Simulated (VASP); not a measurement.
Input of a VASP 6.6.1 run:

INCAR

```
  PREC = Accurate
  ENCUT = 520
  EDIFF = 1E-6
  ISMEAR = -1
  SIGMA = 0.1
  LREAL = False
  LASPH = True
  NELM = 60
  ALGO = Normal
  ISIF = 2
  LWAVE = False
  LCHARG = False
  GGA = PS
  NBANDS = 49
```

The input KPOINTS:

```
Automatic mesh
0
Gamma
  7 7 6
```

The input POSCAR:

```
Ag3O
1.0
    5.2251422764      0.0000000000      0.0000000000
   -2.6125711382      4.5251059497      0.0000000000
    0.0000000000      0.0000000000      5.0013860866
Ag O
6 2
Direct
    0.3141774171      0.0000000000      0.2178202306
    0.0000000000      0.3141774171      0.2178202306
    0.6858225829      0.6858225829      0.2178202306
    0.0000000000      0.6858225829      0.7821797694
    0.6858225829      0.0000000000      0.7821797694
    0.3141774171      0.3141774171      0.7821797694
    0.3333333333      0.6666666667      0.5000000000
    0.6666666667      0.3333333333      0.5000000000
```

Potentials or basis: VASP PAW PBE potentials, release 64 (Ag, O).

Command:

```bash
$ cat potpaw_PBE.64/Ag/POTCAR potpaw_PBE.64/O/POTCAR > POTCAR
$ mpirun -np 1 vasp_std > vasp.out
```

(1) Estimate the band gap on the k mesh.

(2) Estimate the pressure.

Results:

(1) zero (bands 39 and 40 overlap by 0.47 eV).

(2) -0.3 GPa.

Caveat: the PAW data sets were made with another functional, which shifts forces and pressure a little.
